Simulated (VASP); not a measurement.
Write the native input for VASP 6.6.1 that does the following.

```
Task                   : relaxation of cell and atoms
Functional             : PBE
Potentials or basis    : VASP PAW PBE potentials, release 64 (Pt)
Cutoff                 : 600 eV
k mesh                 : 18 × 18 × 18
Occupations            : fermi-dirac, width 0.05 eV
Spin                   : no spin polarisation
Target pressure        : 260 GPa
Dipole correction      : no
Further INCAR settings : ALGO = Normal; EDIFF = 1e-06; IBRION = 2; EDIFFG = -0.005; NSW = 32; ISIF = 3
```

The structure of Pt lies in POSCAR:

```
Pt
1.0
   -2.1896247486      2.1896247486      1.1743257626
    2.1896247486     -2.1896247486      1.1743257626
    2.1896247486      2.1896247486     -1.1743257626
Pt
2
Direct
   -0.3750000000     -0.1250000000     -0.2500000000
    0.3750000000      0.1250000000      0.2500000000
```

One way to write it, as run:

INCAR

```
PREC     = Accurate       # precision mode
ENCUT    = 600            # plane-wave cutoff, eV
EDIFF    = 1E-6           # SCF threshold, eV
ISMEAR   = -1             # smearing method
SIGMA    = 0.05           # smearing width, eV
LREAL    = F              # projectors in reciprocal space
LASPH    = T              # aspherical terms in the spheres
NELM     = 80             # most SCF steps
ALGO     = Normal         # electronic algorithm
ISIF     = 3              # what is computed and relaxed
LWAVE    = F              # write WAVECAR
LCHARG   = F              # write CHGCAR
GGA      = PE             # functional
IBRION   = 2              # ionic algorithm
NSW      = 32             # ionic steps
EDIFFG   = -0.005         # ionic threshold
PSTRESS  = 2600.0
```

KPOINTS

```
Automatic mesh
0
Gamma
  18 18 18
```

Potentials or basis: VASP PAW PBE potentials, release 64 (Pt).

Command:

```bash
$ cat potpaw_PBE.64/Pt/POTCAR > POTCAR
$ mpirun -np 1 vasp_std > vasp.out
```

It gave:

* Relaxed volume: 11.25 Å³/atom
* Relaxed cell: a = 3.310 Å, b = 3.310 Å, c = 3.310 Å, α = 97.24°, β = 97.24°, γ = 138.41°
* Space group after relaxing (to 0.1 Å): I4_1/amd (No. 141)
* Energy change on relaxing (the run minimises the enthalpy): +20.4 meV/atom
* Ionic steps: 5
* Pressure after relaxing: 260.0 GPa
* Band gap on the k mesh: zero (bands 10 and 11 overlap by 3.54 eV)

Caveat: the cell is relaxed towards a set pressure, so the run minimises the enthalpy, not the energy; spin-orbit coupling is left out, which moves the levels of the heavy elements.

Wall time 13 min on 1 thread of Oxide Virtual Turin-like Processor, on a shared host, peak memory 0.27 GiB.
